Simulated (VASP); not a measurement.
# SiW6 in VASP: further runs

The runs below take SiW6 through single point, with PBE+D3(BJ).

All numbers are computed with VASP 6.6.1; they aren't measurements. Logs are shortened: lines on timing, memory, paths and dates and some standing lists are left out, and cuts for length are marked.

**1. The cell of the first run**

The cell holds a slab with vacuum, 7 atoms: a = 4.468 Å, b = 4.468 Å, c = 21.626 Å, α = 90.00°, β = 90.00°, γ = 120.00°.

**2. Single point, PBE+D3(BJ)**

Contents of INCAR:

```
SYSTEM = SiW6
ALGO     = Normal         ! electronic algorithm
DIPOL    = 0.5 0.5 0.323
EDIFF    = 1E-6           ! SCF threshold, eV
ENCUT    = 520            ! plane-wave cutoff, eV
GGA      = PE             ! functional
IDIPOL   = 3            
ISIF     = 2              ! what is computed and relaxed
ISMEAR   = 0              ! smearing method
IVDW     = 12             ! dispersion correction
LASPH    = .TRUE.         ! aspherical terms in the spheres
LCHARG   = .FALSE.        ! write CHGCAR
LDIPOL   = .TRUE.       
LREAL    = .FALSE.        ! projectors in reciprocal space
LWAVE    = .FALSE.        ! write WAVECAR
NBANDS   = 53             ! bands
NELM     = 60             ! most SCF steps
PREC     = Accurate       ! precision mode
SIGMA    = 0.1            ! smearing width, eV
```

Contents of KPOINTS:

```
k-points
0
G
  6 6 1
  0 0 0
```

Contents of POSCAR:

```
SiW6
1.0
    4.4682526257      0.0000000000      0.0000000000
   -2.2341263128      3.8696202844      0.0000000000
    0.0000000000      0.0000000000     21.6259061357
W Si
6 1
Direct
    0.6666666667      0.3333333333      0.1849633479
    0.3333333333      0.6666666667      0.2271386095
    0.0000000000      0.0000000000      0.2693138710
    0.6666666667      0.3333333333      0.3085097946
    0.3333333333      0.6666666667      0.3483008428
    0.0000000000      0.0000000000      0.3849968683
    0.0000000000      0.0000000000      0.5375916303
```

Potentials or basis: VASP PAW PBE potentials, release 64 (W_sv, Si).

The run is started by

```
cat potpaw_PBE.64/W_sv/POTCAR potpaw_PBE.64/Si/POTCAR > POTCAR
mpirun -np 1 vasp_std > vasp.out
```

OUTCAR:

```text
SYSTEM = SiW6
   EDIFF = 1E-6
   ENCUT = 520
   GGA = PE
   ISIF = 2
   ISMEAR = 0
   IVDW = 12
   LASPH = .TRUE.
   LREAL = .FALSE.
   NELM = 60
   PREC = Accurate
 IVDW          = 12

 ion  position               nearest neighbor table
   1  0.667  0.333  0.185-   4 2.67   2 2.74   2 2.74   2 2.74   3 3.16   3 3.16   3 3.16
   2  0.333  0.667  0.227-   5 2.62   3 2.74   3 2.74   3 2.74   1 2.74   1 2.74   1 2.74   4 3.12
                             4 3.12   4 3.12
   3  0.000  0.000  0.269-   6 2.50   4 2.72   4 2.72   4 2.72   2 2.74   2 2.74   2 2.74   5 3.09
                             5 3.09   5 3.09   1 3.16   1 3.16   1 3.16
   4  0.667  0.333  0.309-   1 2.67   3 2.72   3 2.72   3 2.72   5 2.72   5 2.72   5 2.72   6 3.06
                             6 3.06   6 3.06   2 3.12   2 3.12   2 3.12
   5  0.333  0.667  0.348-   2 2.62   6 2.70   6 2.70   6 2.70   4 2.72   4 2.72   4 2.72   3 3.09
                             3 3.09   3 3.09
   6  0.000  0.000  0.385-   3 2.50   5 2.70   5 2.70   5 2.70   4 3.06   4 3.06   4 3.06   7 3.30

   7  0.000  0.000  0.538-   6 3.30

  LATTYP: Found a hexagonal cell.
 ALAT       =     4.4682526257
 C/A-ratio  =     4.8399022945

  Lattice vectors:

 A1 = (   4.4682526257,   0.0000000000,   0.0000000000)
 A2 = (  -2.2341263128,   3.8696202844,   0.0000000000)
 A3 = (   0.0000000000,   0.0000000000,  21.6259061357)

Analysis of symmetry for initial positions (statically):
=====================================================================
 Subroutine PRICEL returns:
 Original cell was already a primitive cell.

 Routine SETGRP: Setting up the symmetry group for a
 hexagonal supercell.

 Subroutine GETGRP returns: Found  6 space group operations
 (whereof  6 operations were pure point group operations)
 out of a pool of 24 trial point group operations.

The static configuration has the point symmetry C_3v.

Analysis of symmetry for dynamics (positions and initial velocities):
=====================================================================
 Subroutine PRICEL returns:
 Original cell was already a primitive cell.

 Routine SETGRP: Setting up the symmetry group for a
 hexagonal supercell.

 Subroutine GETGRP returns: Found  6 space group operations
 (whereof  6 operations were pure point group operations)
 out of a pool of 24 trial point group operations.

The dynamic configuration has the point symmetry C_3v.

 Subroutine INISYM returns: Found  6 space group operations
 (whereof  6 operations are pure point group operations),
 and found     1 'primitive' translations

----------------------------------------------------------------------------------------

                                     Primitive cell

  volume of cell :     373.9215

  direct lattice vectors                    reciprocal lattice vectors
     4.468252626  0.000000000  0.000000000     0.223801133  0.129211644  0.000000000
    -2.234126313  3.869620284  0.000000000     0.000000000  0.258423289  0.000000000
     0.000000000  0.000000000 21.625906136     0.000000000  0.000000000  0.046240837

  length of vectors
     4.468252626  4.468252626 21.625906136     0.258423289  0.258423289  0.046240837

  position of ions in fractional coordinates (direct lattice)
     0.666666667  0.333333333  0.184963348
     0.333333333  0.666666667  0.227138610
     0.000000000  0.000000000  0.269313871
     0.666666667  0.333333333  0.308509795
     0.333333333  0.666666667  0.348300843
     0.000000000  0.000000000  0.384996868
     0.000000000  0.000000000  0.537591630

  ion indices of the primitive-cell ions
   primitive index   ion index
                 1           1
                 2           2
                 3           3
                 4           4
                 5           5
                 6           6
                 7           7

----------------------------------------------------------------------------------------

 KPOINTS: k-points

Automatic generation of k-mesh.
 Grid dimensions read from file:
 generate k-points for:    6    6    1

 Generating k-lattice:

  Cartesian coordinates                     Fractional coordinates (reciprocal lattice)
     0.037300189  0.021535274  0.000000000     0.166666667  0.000000000  0.000000000
     0.000000000  0.043070548  0.000000000     0.000000000  0.166666667  0.000000000
     0.000000000  0.000000000  0.046240837     0.000000000  0.000000000  1.000000000

  Length of vectors
     0.043070548  0.043070548  0.046240837

  Shift w.r.t. Gamma in fractional coordinates (k-lattice)
     0.000000000  0.000000000  0.000000000

 Subroutine IBZKPT returns following result:
 ===========================================

 Found      7 irreducible k-points:

 Following reciprocal coordinates:
            Coordinates               Weight
  0.000000  0.000000  0.000000      1.000000
  0.166667 -0.000000  0.000000      6.000000
  0.333333 -0.000000  0.000000      6.000000
  0.500000 -0.000000  0.000000      3.000000
  0.166667  0.166667  0.000000      6.000000
  0.333333  0.166667  0.000000     12.000000
  0.333333  0.333333  0.000000      2.000000
   k-points           NKPTS =      7   k-points in BZ     NKDIM =      7   number of bands    NBANDS=     53
   number of dos      NEDOS =    301   number of ions     NIONS =      7
   total plane-waves  NPLWV = 209952
   dimension x,y,z NGX =    36 NGY =   36 NGZ =  162
   dimension x,y,z NGXF=    72 NGYF=   72 NGZF=  324
   ions per type =               6   1
   NGX,Y,Z   is equivalent  to a cutoff of  13.39, 13.39, 12.45 a.u.
   NGXF,Y,Z  is equivalent  to a cutoff of  26.79, 26.79, 24.91 a.u.
 SYSTEM =  SiW6
   PREC   = accura    normal or accurate (medium, high low for compatibility)
   ISTART =      0    job   : 0-new  1-cont  2-samecut
   ICHARG =      2    charge: 1-file 2-atom 10-const
   ISPIN  =      1    spin polarized calculation?
   LNONCOLLINEAR =      F non collinear calculations
   LSORBIT =      F    spin-orbit coupling
   LASPH  =      T    aspherical Exc in radial PAW
   ENCUT  =  520.0 eV  38.22 Ry    6.18 a.u.   8.31  8.31 40.21*2*pi/ulx,y,z
   NELM   =     60;   NELMIN=  2; NELMDL= -5     # of ELM steps
   EDIFF  = 0.1E-05   stopping-criterion for ELM
   LREAL  =      F    real-space projection
   EDIFFG = 0.1E-04   stopping-criterion for IOM
   NSW    =      0    number of steps for IOM
   IBRION =     -1    ionic relax: 0-MD 1-quasi-New 2-CG
   NFREE  =      0    steps in history (QN), initial steepest desc. (CG)
   ISIF   =      2    stress and relaxation
   ISYM   =      2    0-nonsym 1-usesym 2-fastsym
   POTIM  = 0.5000    time-step for ionic-motion
   TEBEG  =    0.0;   TEEND  =   0.0 temperature during run
   PSTRESS=    0.0 pullay stress
   NELECT =      88.0000    total number of electrons
   NUPDOWN=      -1.0000    fix difference up-down
   EMIN   =  10.00;   EMAX   =-10.00  energy-range for DOS
   EFERMI =   0.00;   METHOD = LEGACY
   ISMEAR =     0;   SIGMA  =   0.10  broadening in eV -4-tet -1-fermi 0-gaus
   EFERMI_NEDOS =   21; number of points for ismear=-14 and -15
   IALGO  =     38    algorithm
   IMIX   =      4    mixing-type and parameters
     AMIX     =   0.40;   BMIX     =  1.00
     AMIX_MAG =   1.60;   BMIX_MAG =  1.00
  volume/ion in A,a.u.               =      53.42       360.48
  Fermi-wavevector in a.u.,A,eV,Ry     =   1.010747  1.910034 13.899828  1.021609
  Thomas-Fermi vector in A             =   2.143754
   LORBIT       =      0    0 simple, 1 ext, 2 COOP (PROOUT), +10 PAW based schemes
   GGA     = PE    functional components
   LHFCALC =     F    Hartree Fock is set to
   AEXX    =    0.0000 exact exchange contribution
   IVDW    =    12    specifies the selected vdW correction
   LEPSILON=     F    determine dielectric tensor
   LRPA    =     F    only Hartree local field effects (RPA)
 non-spin polarized calculation
 Gauss-broadening in eV      SIGMA  =   0.10
  energy-cutoff  :      520.00
  volume of cell :      373.92
 maximum number of plane-waves:     10113
 NGX is ok and might be reduce to    36
   NGX = 17   NGY = 17   NGZ = 81

 dipolmoment           0.000000      0.000000     -0.647658 electrons x Angstroem

 number of electron      88.0000001 magnetization

 dipolmoment           0.000000      0.000000      0.077503 electrons x Angstroem

 Free energy of the ion-electron system (eV)
  ---------------------------------------------------
  ext. energy  EPLUGINS =         0.00000000
  ---------------------------------------------------
  free energy    TOTEN  =       -71.97399394 eV

  energy without entropy =      -71.93077655  energy(sigma->0) =      -71.95238525

 E-fermi :   0.3403     XC(G=0):  -5.4608

 val. band max:        0.3300727912   @ k =   0.3333   0.3333   0.0000
 cond. band min:       0.3893719865   @ k =   0.3333   0.1667   0.0000
 fundamental gap:      0.0592991953
 Fermi energy:         0.3403251621

 k-point     1 :       0.0000    0.0000    0.0000
  band No.  band energies     occupation
      1     -73.7114      2.00000
      2     -73.5923      2.00000
      3     -73.5538      2.00000
      4     -73.4841      2.00000
      5     -73.3879      2.00000
      6     -73.3233      2.00000
[... 45 lines left out ...]
     52       2.5339      0.00000
     53       2.8105      0.00000

 k-point     2 :       0.1667   -0.0000    0.0000
  band No.  band energies     occupation
      1     -73.7029      2.00000
      2     -73.5972      2.00000
      3     -73.5521      2.00000
      4     -73.4799      2.00000
      5     -73.3939      2.00000
      6     -73.3271      2.00000
[... 45 lines left out ...]
     52       2.5434      0.00000
     53       2.6428      0.00000

 k-point     3 :       0.3333   -0.0000    0.0000
  band No.  band energies     occupation
      1     -73.6826      2.00000
      2     -73.6103      2.00000
      3     -73.5483      2.00000
      4     -73.4689      2.00000
      5     -73.4086      2.00000
      6     -73.3350      2.00000
[... 45 lines left out ...]
     52       2.1256      0.00000
     53       2.4603      0.00000

 k-point     4 :       0.5000   -0.0000    0.0000
  band No.  band energies     occupation
      1     -73.6686      2.00000
      2     -73.6206      2.00000
      3     -73.5463      2.00000
      4     -73.4606      2.00000
      5     -73.4187      2.00000
      6     -73.3391      2.00000
[... 45 lines left out ...]
     52       2.5874      0.00000
     53       2.7926      0.00000

 k-point     5 :       0.1667    0.1667    0.0000
  band No.  band energies     occupation
      1     -73.6884      2.00000
      2     -73.6063      2.00000
      3     -73.5493      2.00000
      4     -73.4721      2.00000
      5     -73.4045      2.00000
      6     -73.3329      2.00000
[... 45 lines left out ...]
     52       2.0630      0.00000
     53       2.3893      0.00000

 k-point     6 :       0.3333    0.1667    0.0000
  band No.  band energies     occupation
      1     -73.6694      2.00000
      2     -73.6195      2.00000
      3     -73.5463      2.00000
      4     -73.4607      2.00000
      5     -73.4188      2.00000
      6     -73.3391      2.00000
[... 45 lines left out ...]
     52       2.1880      0.00000
     53       2.3094      0.00000

 k-point     7 :       0.3333    0.3333    0.0000
  band No.  band energies     occupation
      1     -73.6612      2.00000
      2     -73.6255      2.00000
      3     -73.5454      2.00000
      4     -73.4547      2.00000
      5     -73.4261      2.00000
      6     -73.3412      2.00000
[... 45 lines left out ...]
     52       1.7621      0.00000
     53       1.8912      0.00000

------------------------ aborting loop because EDIFF is reached ----------------------------------------

 vacuum level on the upper side and lower side of the slab       (xc-potential included)         0.154        -0.592

 Edisp (eV)   -2.75942

 E8    (eV) :    -1.4473

  FORCE on cell =-STRESS in cart. coord.  units (eV):
  Direction    XX          YY          ZZ          XY          YZ          ZX
  --------------------------------------------------------------------------------------
  -------------------------------------------------------------------------------------
  Total      -8.08510    -8.08510    -7.83712    -0.00000     0.00000    -0.00000
  in kB     -34.64299   -34.64299   -33.58047    -0.00000     0.00000    -0.00000
  external pressure =      -34.29 kB  Pullay stress =        0.00 kB

 VOLUME and BASIS-vectors are now :
 -----------------------------------------------------------------------------
  energy-cutoff  :      520.00
  volume of cell :      373.92
      direct lattice vectors                 reciprocal lattice vectors
     4.468252626  0.000000000  0.000000000     0.223801133  0.129211644  0.000000000
    -2.234126313  3.869620284  0.000000000     0.000000000  0.258423289  0.000000000
     0.000000000  0.000000000 21.625906136     0.000000000  0.000000000  0.046240837

 POSITION                                       TOTAL-FORCE (eV/Angst)
 -----------------------------------------------------------------------------------
      2.23413      1.28987      4.00000         0.000000      0.000000      2.140992
     -0.00000      2.57975      4.91208         0.000000      0.000000     -0.587512
      0.00000      0.00000      5.82416        -0.000000     -0.000000     -2.148055
      2.23413      1.28987      6.67180        -0.000000     -0.000000     -0.017705
     -0.00000      2.57975      7.53232         0.000000     -0.000000      0.290072
      0.00000      0.00000      8.32591        -0.000000     -0.000000      2.034842
      0.00000      0.00000     11.62591        -0.000000     -0.000000     -1.712634
 -----------------------------------------------------------------------------------
    total drift:                               -0.000000      0.000000     -0.000336

  FREE ENERGIE OF THE ION-ELECTRON SYSTEM (eV)
  ---------------------------------------------------
  free  energy   TOTEN  =       -74.7334157647 eV

  energy  without entropy=      -74.6901983748  energy(sigma->0) =      -74.71180707

 vacuum level on the upper side and lower side of the slab         4.799         4.035
```

Wall time 3.2 min (1 thread of Intel Xeon 6975P-C (Granite Rapids), shared host); peak memory 0.5 GiB.

What came out:

| Item | Value |
| --- | --- |
| Free energy | -74.7334 eV |
| Largest force | 2.148 eV/Å |
| Band gap on the k mesh | zero (bands 44 and 45 overlap by 0.16 eV) |
| Dispersion energy per atom | -0.394 eV |

Forces on the atoms (eV/Å):
```
W    0.000  0.000  2.141
W    0.000  0.000 -0.588
W    0.000  0.000 -2.148
W    0.000  0.000 -0.018
W    0.000  0.000  0.290
W    0.000  0.000  2.035
Si   0.000  0.000 -1.713
```

Caveat: spin-orbit coupling is left out, which moves the levels of the heavy elements.

**3. Single point, PBE+D3(BJ)**

Contents of INCAR:

```
ALGO = Normal ; DIPOL = 0.5 0.5 0.323
EDIFF = 1E-6 ; ENCUT = 520
GGA = PE ; IDIPOL = 3
ISIF = 2 ; ISMEAR = 0
IVDW = 12 ; LASPH = True
LCHARG = False ; LDIPOL = True
LREAL = False ; LWAVE = False
NBANDS = 53 ; NELM = 80
PREC = Accurate ; SIGMA = 0.1
```

Contents of KPOINTS:

```
k-points
0
Gamma
  6 6 1
```

Edit POSCAR of step 2 so:

```diff
@@ -14,2 +14,2 @@
     0.0000000000      0.0000000000      0.3849968683
-    0.0000000000      0.0000000000      0.5375916303
+    0.3333333333      0.6666666667      0.5375916303
```

Potentials or basis: VASP PAW PBE potentials, release 64 (W_sv, Si).

The run is started by

```
cat potpaw_PBE.64/W_sv/POTCAR potpaw_PBE.64/Si/POTCAR > POTCAR
mpirun -np 1 vasp_std > vasp.out
```

Wall time 3.3 min (1 thread of Intel Xeon 6975P-C (Granite Rapids), shared host); peak memory 0.52 GiB.

The run converged. Its results:

```
Free energy                : -74.7866 eV
Largest force              : 5.278 eV/Å
Band gap on the k mesh     : zero (bands 44 and 45 overlap by 0.31 eV)
Dispersion energy per atom : -0.410 eV
```

Forces in eV/Å, atoms in the order of the input:
```
W    0.000  0.000  2.077
W    0.000  0.000 -1.093
W    0.000  0.000 -1.761
W    0.000  0.000 -3.428
W    0.000  0.000  0.202
W    0.000  0.000  5.278
Si   0.000  0.000 -1.276
```

Levels at points of the mesh, in eV from the Fermi level:
```csv
k point,band 41,band 42,band 43,band 44,band 45,band 46,band 47,band 48
"(0.00, 0.00, 0.00)",-1.06,-1.06,-0.97,-0.44,0.75,1.48,1.48,1.66
"(0.50, 0.00, 0.00)",-0.90,-0.59,-0.41,0.05,0.20,0.32,0.91,0.92
```

Caveat: spin-orbit coupling is left out, which moves the levels of the heavy elements.

**4. Single point, PBE+D3(BJ)**

Contents of INCAR:

```
SYSTEM = SiW6
ALGO = Normal
DIPOL = 0.5 0.5 0.323
EDIFF = 1E-7
ENCUT = 520
GGA = PE
IDIPOL = 3
ISIF = 2
ISMEAR = 0
IVDW = 12
LASPH = .True.
LCHARG = .False.
LDIPOL = .True.
LREAL = .False.
LWAVE = .False.
NBANDS = 53
NELM = 60
PREC = Accurate
SIGMA = 0.1
```

Contents of KPOINTS:

```
k-points
0
Gamma
  6 6 1
  0 0 0
```

Edit POSCAR of step 3 so:

```diff
@@ -14,2 +14,2 @@
     0.0000000000      0.0000000000      0.3849968683
-    0.3333333333      0.6666666667      0.5375916303
+    0.6666666667      0.3333333333      0.5375916303
```

The run is started by

```
cat potpaw_PBE.64/W_sv/POTCAR potpaw_PBE.64/Si/POTCAR > POTCAR
mpirun -np 1 vasp_std > vasp.out
```

Wall time 3.7 min (1 thread of Intel Xeon 6975P-C (Granite Rapids), shared host); peak memory 0.52 GiB.

It converged, with:

- Free energy: -74.5670 eV
- Largest force: 5.194 eV/Å
- Dispersion energy per atom: -0.410 eV

Forces on the atoms (eV/Å):
```
W    0.000  0.000  1.976
W    0.000  0.000 -0.865
W    0.000  0.000 -1.901
W    0.000  0.000 -3.242
W    0.000  0.000 -0.107
W    0.000  0.000  5.194
Si   0.000  0.000 -1.054
```

Levels at points of the mesh, in eV from the Fermi level:
| k point | band 40 | band 41 | band 42 | band 43 | band 44 | band 45 | band 46 | band 47 | band 48 | band 49 |
| --- | --- | --- | --- | --- | --- | --- | --- | --- | --- | --- |
| (0.00, 0.00, 0.00) | -1.22 | -1.07 | -1.07 | -0.97 | -0.46 | 0.59 | 1.45 | 1.45 | 1.63 | 1.63 |
| (0.50, 0.00, 0.00) | -1.28 | -1.00 | -0.67 | -0.27 | -0.03 | 0.18 | 0.31 | 0.75 | 0.85 | 1.22 |

Caveat: spin-orbit coupling is left out, which moves the levels of the heavy elements.

**5. Summary**

```csv
cell,gap on the mesh (eV),largest force (eV/Å)
"as given, atomic positions A",none,2.15
"as given, atomic positions B",none,5.28
"as given, atomic positions C",-,5.19
```

Alike in all rows: task single point; level PBE+D3(BJ); potentials or basis VASP PAW PBE potentials, release 64 (W_sv, Si); no spin polarisation; k mesh 6 × 6 × 1; cutoff (eV) 520; smearing gaussian 0.1 eV.

Caveats: spin-orbit coupling is left out, which moves the levels of the heavy elements.

Absolute energies hang on the potentials; compare differences alone.
